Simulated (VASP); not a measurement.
# Ca8HF15 (a cell with a defect) in VASP: relaxation of the atoms with PBE

Aim: the relaxation of the atoms of Ca8HF15 (a cell with a defect) with PBE.

Program: VASP 6.6.1. These are calculated values, not measurements. Logs are shortened: lines on timing, memory, paths and dates and some standing lists are left out, and cuts for length are marked.

**1. The cell of the first run**

The cell holds a defect, 24 atoms: a = 7.724 Å, b = 7.724 Å, c = 7.724 Å, α = 60.00°, β = 60.00°, γ = 60.00°.

**2. Relaxation of the atoms, PBE**

The input, INCAR:

```
SYSTEM = Ca8HF15
PREC = Accurate
ENCUT = 520
EDIFF = 1E-7
ISMEAR = -1
SIGMA = 0.01
LREAL = .FALSE.
LASPH = .TRUE.
NELM = 120
ALGO = Normal
ISIF = 2
LWAVE = .FALSE.
LCHARG = .FALSE.
GGA = PE
IBRION = 2
NSW = 60
EDIFFG = -0.03
GGA_COMPAT = .FALSE.
NELMIN = 4
KPAR = 4
```

The input, KPOINTS:

```
Automatic mesh
0
G
  3 3 3
  0 0 0
```

The input, POSCAR:

```
Ca8HF15
1.0
    0.0000000000      5.4620000000      5.4620000000
    5.4620000000      0.0000000000      5.4620000000
    5.4620000000      5.4620000000      0.0000000000
Ca H F
8 1 15
Direct
    0.0000000000      0.0000000000      0.0000000000
    0.0000000000      0.0000000000      0.5000000000
    0.0000000000      0.5000000000      0.0000000000
    0.0000000000      0.5000000000      0.5000000000
    0.5000000000      0.0000000000      0.0000000000
    0.5000000000      0.0000000000      0.5000000000
    0.5000000000      0.5000000000      0.0000000000
    0.5000000000      0.5000000000      0.5000000000
    0.1250000000      0.1250000000      0.1250000000
    0.1250000000      0.1250000000      0.6250000000
    0.1250000000      0.6250000000      0.1250000000
    0.1250000000      0.6250000000      0.6250000000
    0.6250000000      0.1250000000      0.1250000000
    0.6250000000      0.1250000000      0.6250000000
    0.6250000000      0.6250000000      0.1250000000
    0.6250000000      0.6250000000      0.6250000000
    0.3750000000      0.3750000000      0.3750000000
    0.3750000000      0.3750000000      0.8750000000
    0.3750000000      0.8750000000      0.3750000000
    0.3750000000      0.8750000000      0.8750000000
    0.8750000000      0.3750000000      0.3750000000
    0.8750000000      0.3750000000      0.8750000000
    0.8750000000      0.8750000000      0.3750000000
    0.8750000000      0.8750000000      0.8750000000
```

Potentials or basis: VASP PAW PBE potentials, release 64 (Ca_sv, H, F).

The run is started by

```console
> cat potpaw_PBE.64/Ca_sv/POTCAR potpaw_PBE.64/H/POTCAR potpaw_PBE.64/F/POTCAR > POTCAR
> mpirun -np 4 vasp_std > vasp.out
```

OUTCAR:

```text
SYSTEM = Ca8HF15
   PREC = Accurate
   ENCUT = 520
   EDIFF = 1E-7
   ISMEAR = -1
   LREAL = .FALSE.
   LASPH = .TRUE.
   NELM = 120
   ISIF = 2
   GGA = PE
   IBRION = 2
   NSW = 60
   EDIFFG = -0.03
   NELMIN = 4

 ion  position               nearest neighbor table
   1  0.000  0.000  0.000-  10 2.37  11 2.37  13 2.37  20 2.37  22 2.37  23 2.37  24 2.37
   2  0.000  0.000  0.500-  10 2.37  12 2.37  14 2.37  19 2.37  21 2.37  23 2.37  24 2.37
   3  0.000  0.500  0.000-  11 2.37  12 2.37  15 2.37  18 2.37  21 2.37  22 2.37  24 2.37
   4  0.000  0.500  0.500-  10 2.37  11 2.37  12 2.37  16 2.37  17 2.37  21 2.37  22 2.37  23 2.37

   5  0.500  0.000  0.000-  13 2.37  14 2.37  15 2.37  18 2.37  19 2.37  20 2.37  24 2.37
   6  0.500  0.000  0.500-  10 2.37  13 2.37  14 2.37  16 2.37  17 2.37  19 2.37  20 2.37  23 2.37

   7  0.500  0.500  0.000-  11 2.37  13 2.37  15 2.37  16 2.37  17 2.37  18 2.37  20 2.37  22 2.37

   8  0.500  0.500  0.500-  12 2.37  14 2.37  15 2.37  16 2.37  17 2.37  18 2.37  19 2.37  21 2.37

   9  0.125  0.125  0.125-
  10  0.125  0.125  0.625-   1 2.37   2 2.37   4 2.37   6 2.37
  11  0.125  0.625  0.125-   1 2.37   3 2.37   4 2.37   7 2.37
  12  0.125  0.625  0.625-   2 2.37   3 2.37   4 2.37   8 2.37
  13  0.625  0.125  0.125-   1 2.37   5 2.37   6 2.37   7 2.37
  14  0.625  0.125  0.625-   2 2.37   5 2.37   6 2.37   8 2.37
  15  0.625  0.625  0.125-   3 2.37   5 2.37   7 2.37   8 2.37
  16  0.625  0.625  0.625-   4 2.37   6 2.37   7 2.37   8 2.37
  17  0.375  0.375  0.375-   4 2.37   6 2.37   7 2.37   8 2.37
  18  0.375  0.375  0.875-   3 2.37   5 2.37   7 2.37   8 2.37
  19  0.375  0.875  0.375-   2 2.37   5 2.37   6 2.37   8 2.37
  20  0.375  0.875  0.875-   1 2.37   5 2.37   6 2.37   7 2.37
  21  0.875  0.375  0.375-   2 2.37   3 2.37   4 2.37   8 2.37
  22  0.875  0.375  0.875-   1 2.37   3 2.37   4 2.37   7 2.37
  23  0.875  0.875  0.375-   1 2.37   2 2.37   4 2.37   6 2.37
  24  0.875  0.875  0.875-   1 2.37   2 2.37   3 2.37   5 2.37

  LATTYP: Found a face centered cubic cell.
 ALAT       =    10.9240000000

  Lattice vectors:

 A1 = (   0.0000000000,   5.4620000000,   5.4620000000)
 A2 = (   5.4620000000,   0.0000000000,   5.4620000000)
 A3 = (   5.4620000000,   5.4620000000,   0.0000000000)

Analysis of symmetry for initial positions (statically):
=====================================================================
 Subroutine PRICEL returns:
 Original cell was already a primitive cell.

 Routine SETGRP: Setting up the symmetry group for a
 face centered cubic supercell.

 Subroutine GETGRP returns: Found 24 space group operations
 (whereof  6 operations were pure point group operations)
 out of a pool of 48 trial point group operations.

The static configuration has the point symmetry C_3v.
 The point group associated with its full space group is T_d .

Analysis of symmetry for dynamics (positions and initial velocities):
=====================================================================
 Subroutine PRICEL returns:
 Original cell was already a primitive cell.

 Routine SETGRP: Setting up the symmetry group for a
 face centered cubic supercell.

 Subroutine GETGRP returns: Found 24 space group operations
 (whereof  6 operations were pure point group operations)
 out of a pool of 48 trial point group operations.

The dynamic configuration has the point symmetry C_3v.
 The point group associated with its full space group is T_d .

 Subroutine INISYM returns: Found 24 space group operations
 (whereof  6 operations are pure point group operations),
 and found     1 'primitive' translations

----------------------------------------------------------------------------------------

                                     Primitive cell

  volume of cell :     325.9005

  direct lattice vectors                    reciprocal lattice vectors
     0.000000000  5.462000000  5.462000000    -0.091541560  0.091541560  0.091541560
     5.462000000  0.000000000  5.462000000     0.091541560 -0.091541560  0.091541560
     5.462000000  5.462000000  0.000000000     0.091541560  0.091541560 -0.091541560

  length of vectors
     7.724434478  7.724434478  7.724434478     0.158554633  0.158554633  0.158554633

  position of ions in fractional coordinates (direct lattice)
     0.000000000  0.000000000  0.000000000
     0.000000000  0.000000000  0.500000000
     0.000000000  0.500000000  0.000000000
     0.000000000  0.500000000  0.500000000
     0.500000000  0.000000000  0.000000000
     0.500000000  0.000000000  0.500000000
[... 16 lines left out ...]
     0.875000000  0.875000000  0.375000000
     0.875000000  0.875000000  0.875000000

  ion indices of the primitive-cell ions
   primitive index   ion index
                 1           1
                 2           2
                 3           3
                 4           4
                 5           5
                 6           6
[... 16 lines left out ...]
                23          23
                24          24

----------------------------------------------------------------------------------------

 KPOINTS: Automatic mesh

Automatic generation of k-mesh.
 Grid dimensions read from file:
 generate k-points for:    3    3    3

 Generating k-lattice:

  Cartesian coordinates                     Fractional coordinates (reciprocal lattice)
    -0.030513853  0.030513853  0.030513853     0.333333333  0.000000000  0.000000000
     0.030513853 -0.030513853  0.030513853     0.000000000  0.333333333  0.000000000
     0.030513853  0.030513853 -0.030513853     0.000000000  0.000000000  0.333333333

  Length of vectors
     0.052851544  0.052851544  0.052851544

  Shift w.r.t. Gamma in fractional coordinates (k-lattice)
     0.000000000  0.000000000  0.000000000

 Subroutine IBZKPT returns following result:
 ===========================================

 Found      4 irreducible k-points:

 Following reciprocal coordinates:
            Coordinates               Weight
  0.000000  0.000000  0.000000      1.000000
  0.333333  0.000000  0.000000      8.000000
  0.333333  0.333333  0.000000      6.000000
 -0.333333  0.333333  0.000000     12.000000
   k-points           NKPTS =      4   k-points in BZ     NKDIM =      4   number of bands    NBANDS=    111
   number of dos      NEDOS =    301   number of ions     NIONS =     24
   total plane-waves  NPLWV = 216000
   dimension x,y,z NGX =    60 NGY =   60 NGZ =   60
   dimension x,y,z NGXF=   120 NGYF=  120 NGZF=  120
   ions per type =               8   1  15
   NGX,Y,Z   is equivalent  to a cutoff of  12.91, 12.91, 12.91 a.u.
   NGXF,Y,Z  is equivalent  to a cutoff of  25.83, 25.83, 25.83 a.u.
 SYSTEM =  Ca8HF15
   PREC   = accura    normal or accurate (medium, high low for compatibility)
   ISTART =      0    job   : 0-new  1-cont  2-samecut
   ICHARG =      2    charge: 1-file 2-atom 10-const
   ISPIN  =      1    spin polarized calculation?
   LNONCOLLINEAR =      F non collinear calculations
   LSORBIT =      F    spin-orbit coupling
   LASPH  =      T    aspherical Exc in radial PAW
   ENCUT  =  520.0 eV  38.22 Ry    6.18 a.u.  14.36 14.36 14.36*2*pi/ulx,y,z
   NELM   =    120;   NELMIN=  4; NELMDL= -5     # of ELM steps
   EDIFF  = 0.1E-06   stopping-criterion for ELM
   LREAL  =      F    real-space projection
   EDIFFG = -.3E-01   stopping-criterion for IOM
   NSW    =     60    number of steps for IOM
   IBRION =      2    ionic relax: 0-MD 1-quasi-New 2-CG
   NFREE  =      1    steps in history (QN), initial steepest desc. (CG)
   ISIF   =      2    stress and relaxation
   ISYM   =      2    0-nonsym 1-usesym 2-fastsym
   POTIM  = 0.5000    time-step for ionic-motion
   TEBEG  =    0.0;   TEEND  =   0.0 temperature during run
   PSTRESS=    0.0 pullay stress
   NELECT =     186.0000    total number of electrons
   NUPDOWN=      -1.0000    fix difference up-down
   EMIN   =  10.00;   EMAX   =-10.00  energy-range for DOS
   EFERMI =   0.00;   METHOD = LEGACY
   ISMEAR =    -1;   SIGMA  =   0.01  broadening in eV -4-tet -1-fermi 0-gaus
   EFERMI_NEDOS =   21; number of points for ismear=-14 and -15
   IALGO  =     38    algorithm
   IMIX   =      4    mixing-type and parameters
     AMIX     =   0.40;   BMIX     =  1.00
     AMIX_MAG =   1.60;   BMIX_MAG =  1.00
  volume/ion in A,a.u.               =      13.58        91.64
  Fermi-wavevector in a.u.,A,eV,Ry     =   1.357951  2.566155 25.089566  1.844031
  Thomas-Fermi vector in A             =   2.484826
   LORBIT       =      0    0 simple, 1 ext, 2 COOP (PROOUT), +10 PAW based schemes
   GGA     = PE    functional components
   LHFCALC =     F    Hartree Fock is set to
   AEXX    =    0.0000 exact exchange contribution
   IVDW    =     0    specifies the selected vdW correction
   LEPSILON=     F    determine dielectric tensor
   LRPA    =     F    only Hartree local field effects (RPA)
 conjugate gradient relaxation of ions
 non-spin polarized calculation
  energy-cutoff  :      520.00
  volume of cell :      325.90
 maximum number of plane-waves:      8801
 NGX is ok and might be reduce to    60
   NGX = 29   NGY = 29   NGZ = 29

--------------------------------------- Ionic step        1  -------------------------------------------

 number of electron     185.9999905 magnetization

 Free energy of the ion-electron system (eV)
  ---------------------------------------------------
  ext. energy  EPLUGINS =         0.00000000
  ---------------------------------------------------
  free energy    TOTEN  =      -135.11298335 eV

  energy without entropy =     -135.11298335  energy(sigma->0) =     -135.11298335

------------------------ aborting loop because EDIFF is reached ----------------------------------------

  FORCE on cell =-STRESS in cart. coord.  units (eV):
  Direction    XX          YY          ZZ          XY          YZ          ZX
  --------------------------------------------------------------------------------------
  -------------------------------------------------------------------------------------
  Total        4.5021590      4.5021590      4.5021590      0.0000000      0.0000000      0.0000000
  in kB       22.1333082     22.1333082     22.1333082      0.0000000      0.0000000      0.0000000
  external PRESSURE =      22.1333082 kB  Pullay stress =       0.0000000 kB
[... 159 lines left out ...]
  energy  without entropy=     -135.1163753764  energy(sigma->0) =     -135.11637538

--------------------------------------- Ionic step        4  -------------------------------------------

 number of electron     185.9999910 magnetization

 Free energy of the ion-electron system (eV)
  ---------------------------------------------------
  ext. energy  EPLUGINS =         0.00000000
  ---------------------------------------------------
  free energy    TOTEN  =      -135.11658060 eV

  energy without entropy =     -135.11658060  energy(sigma->0) =     -135.11658060

 E-fermi :   1.2560     XC(G=0):  -9.5552

 val. band max:        0.9703042793   @ k =  -0.3333   0.3333   0.0000
 cond. band min:       6.5141411547   @ k =   0.0000   0.0000   0.0000
 fundamental gap:      5.5438368754
 Fermi energy:         1.2559797515

 k-point     1 :       0.0000    0.0000    0.0000
  band No.  band energies     occupation
      1     -37.1454      2.00000
      2     -37.1205      2.00000
      3     -37.1205      2.00000
      4     -37.1205      2.00000
      5     -37.0538      2.00000
      6     -37.0368      2.00000
[... 421 lines left out ...]
    104       8.3670      0.00000
    105       8.3713      0.00000
 [bands above 105 left out]

------------------------ aborting loop because EDIFF is reached ----------------------------------------

  FORCE on cell =-STRESS in cart. coord.  units (eV):
  Direction    XX          YY          ZZ          XY          YZ          ZX
  --------------------------------------------------------------------------------------
  -------------------------------------------------------------------------------------
  Total        4.4556468      4.4556468      4.4556468      0.0000000      0.0000000      0.0000000
  in kB       21.9046469     21.9046469     21.9046469      0.0000000      0.0000000      0.0000000
  external PRESSURE =      21.9046469 kB  Pullay stress =       0.0000000 kB
[... 39 lines left out ...]
  FREE ENERGIE OF THE ION-ELECTRON SYSTEM (eV)
  ---------------------------------------------------
  free  energy   TOTEN  =      -135.1165806040 eV

  energy  without entropy=     -135.1165806040  energy(sigma->0) =     -135.11658060

 reached required accuracy - stopping structural energy minimisation
```

Run time: 5.4 min. Hardware: 4 MPI ranks of Intel Xeon Platinum 8375C at 2.90GHz (Ice Lake), shared host; peak memory 0.61 GiB.

Results:

- Free energy: -135.1166 eV
- Energy gained by relaxing: 0.1 meV/atom
- Ionic steps: 4
- Pressure after relaxing: 2.2 GPa
- Largest force after relaxing: 0.026 eV/Å
- Band gap on the k mesh: 5.54 eV

Forces on the atoms (eV/Å):
```
Ca  -0.015 -0.015 -0.015
Ca   0.015  0.015 -0.015
Ca   0.015 -0.015  0.015
Ca   0.006 -0.006 -0.006
Ca  -0.015  0.015  0.015
Ca  -0.006  0.006 -0.006
Ca  -0.006 -0.006  0.006
Ca   0.006  0.006  0.006
H    0.000  0.000  0.000
F    0.000  0.000  0.022
F    0.000  0.022  0.000
F   -0.022  0.000  0.000
F    0.022  0.000  0.000
F    0.000 -0.022  0.000
F    0.000  0.000 -0.022
F    0.000  0.000  0.000
F    0.000  0.000  0.000
F    0.000  0.000 -0.013
F    0.000 -0.013  0.000
F    0.013  0.000  0.000
F   -0.013  0.000  0.000
F    0.000  0.013  0.000
F    0.000  0.000  0.013
F    0.000  0.000  0.000
```

Step by step:
```csv
step,energy change (eV),largest force (eV/Å),pressure (GPa)
1,0.0000,0.0759,2.21
2,-0.0019,0.0565,2.21
3,-0.0034,0.0434,2.19
4,-0.0036,0.0256,2.19
```

Final structure:
```yaml
crystal:
  lattice:
    - [0.00000, 5.46200, 5.46200]
    - [5.46200, 0.00000, 5.46200]
    - [5.46200, 5.46200, 0.00000]
  atoms:
    - { symbol: Ca, position: [0.00041, 0.00041, 0.00041] }
    - { symbol: Ca, position: [0.00041, 0.00041, 0.49878] }
    - { symbol: Ca, position: [0.00041, 0.49878, 0.00041] }
    - { symbol: Ca, position: [0.00067, 0.49978, 0.49978] }
    - { symbol: Ca, position: [0.49878, 0.00041, 0.00041] }
    - { symbol: Ca, position: [0.49978, 0.00067, 0.49978] }
    - { symbol: Ca, position: [0.49978, 0.49978, 0.00067] }
    - { symbol: Ca, position: [0.49978, 0.49978, 0.49978] }
    - { symbol: H, position: [0.12500, 0.12500, 0.12500] }
    - { symbol: F, position: [0.12500, 0.12500, 0.62500] }
    - { symbol: F, position: [0.12500, 0.62500, 0.12500] }
    - { symbol: F, position: [0.12500, 0.62500, 0.62500] }
    - { symbol: F, position: [0.62500, 0.12500, 0.12500] }
    - { symbol: F, position: [0.62500, 0.12500, 0.62500] }
    - { symbol: F, position: [0.62500, 0.62500, 0.12500] }
    - { symbol: F, position: [0.62500, 0.62500, 0.62500] }
    - { symbol: F, position: [0.37500, 0.37500, 0.37500] }
    - { symbol: F, position: [0.37396, 0.37396, 0.87604] }
    - { symbol: F, position: [0.37396, 0.87604, 0.37396] }
    - { symbol: F, position: [0.37396, 0.87604, 0.87604] }
    - { symbol: F, position: [0.87604, 0.37396, 0.37396] }
    - { symbol: F, position: [0.87604, 0.37396, 0.87604] }
    - { symbol: F, position: [0.87604, 0.87604, 0.37396] }
    - { symbol: F, position: [0.87500, 0.87500, 0.87500] }
```
